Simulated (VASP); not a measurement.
Set up this calculation in VASP 6.6.1, as the native input.

| Quantity | Value |
| --- | --- |
| Task | relaxation of cell and atoms |
| Functional | BLYP |
| Potentials or basis | VASP PAW PBE potentials, release 64 (Al, N) |
| Cutoff | 600 eV |
| k mesh | 10 × 10 × 10 |
| Occupations | fermi-dirac, width 0.05 eV |
| Spin | no spin polarisation |
| Dipole correction | no |
| Further INCAR settings | ALGO = Normal; EDIFF = 1e-07; IBRION = 2; EDIFFG = -0.01; NSW = 60; ISIF = 3 |

The structure of AlN lies in POSCAR:

```
AlN
1.0
    0.0000000000      2.1839935596      2.1839935596
    2.1839935596      0.0000000000      2.1839935596
    2.1839935596      2.1839935596      0.0000000000
Al N
1 1
Direct
    0.0000000000      0.0000000000      0.0000000000
    0.2500000000      0.2500000000      0.2500000000
```

These files were run (other wordings do the same):

INCAR

```
  PREC = Accurate
  ENCUT = 600
  EDIFF = 1E-7
  ISMEAR = -1
  SIGMA = 0.05
  LREAL = False
  LASPH = True
  NELM = 60
  ALGO = Normal
  ISIF = 3
  LWAVE = False
  LCHARG = False
  GGA = B5
  ALDAX = 1.0
  AGGAX = 1.0
  AGGAC = 1.0
  ALDAC = 0.0
  IBRION = 2
  NSW = 60
  EDIFFG = -0.01
```

KPOINTS

```
regular mesh
0
Gamma
  10 10 10
```

Potentials or basis: VASP PAW PBE potentials, release 64 (Al, N).

Launch:

```sh
$ cat potpaw_PBE.64/Al/POTCAR potpaw_PBE.64/N/POTCAR > POTCAR
$ mpirun -np 1 vasp_std > vasp.out
```

Results of the run:

- Relaxed volume: 10.85 Å³/atom
- Relaxed cell: a = 3.131 Å, b = 3.131 Å, c = 3.131 Å, α = 60.00°, β = 60.00°, γ = 60.00°
- Space group after relaxing (to 0.05 Å): F-43m (No. 216)
- Energy gained by relaxing: 10.4 meV/atom
- Ionic steps: 3
- Pressure after relaxing: 0.0 GPa
- Band gap on the k mesh: 3.65 eV, indirect (least direct gap 4.12 eV)

Caveat: the PAW data sets were made with another functional, which shifts forces and pressure a little.

Wall time 41 s on 1 thread of AMD EPYC 7R13 Processor (Zen 3), with other jobs on the host, peak memory 0.13 GiB.
